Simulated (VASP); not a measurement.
Here is a VASP 6.6.1 calculation.

The input INCAR:

```
SYSTEM = SiC5
ALGO = Normal
EDIFF = 1E-6
ENCUT = 520
GGA = PE
ISIF = 2
ISMEAR = 0
LASPH = .True.
LCHARG = .True.
LELF = .True.
LREAL = .False.
LVHAR = .True.
LWAVE = .False.
NBANDS = 21
NELM = 80
PREC = Accurate
SIGMA = 0.2
```

File KPOINTS:

```
k-points
0
Gamma
  6 6 2
  0 0 0
```

File POSCAR:

```
SiC5
1.0
    2.7333897589      0.0000000025      0.0000000000
   -1.3666948817      2.3671849684      0.0000000000
    0.0000000000      0.0000000000      6.7789425045
Si C
1 5
Direct
    0.0000000000      0.0000000000     -0.0062182122
    0.3333333333      0.6666666667      0.3506354207
    0.3333333333      0.6666666667      0.5769697150
    0.0000000000      0.0000000000      0.2756165938
    0.6666666667      0.3333333333      0.6533786834
    0.6666666667      0.3333333333      0.8796177993
```

Potentials or basis: VASP PAW PBE potentials, release 64 (Si, C).

Launch:

```sh
$ cat potpaw_PBE.64/Si/POTCAR potpaw_PBE.64/C/POTCAR > POTCAR
$ mpirun -np 1 vasp_std > vasp.out
```

(1) What does it give for the pressure?

(2) Estimate the largest force.

Results:

(1) -0.3 GPa.

(2) 0.049 eV/Å.

Caveat: the k points lie up to 0.46 Å⁻¹ apart.
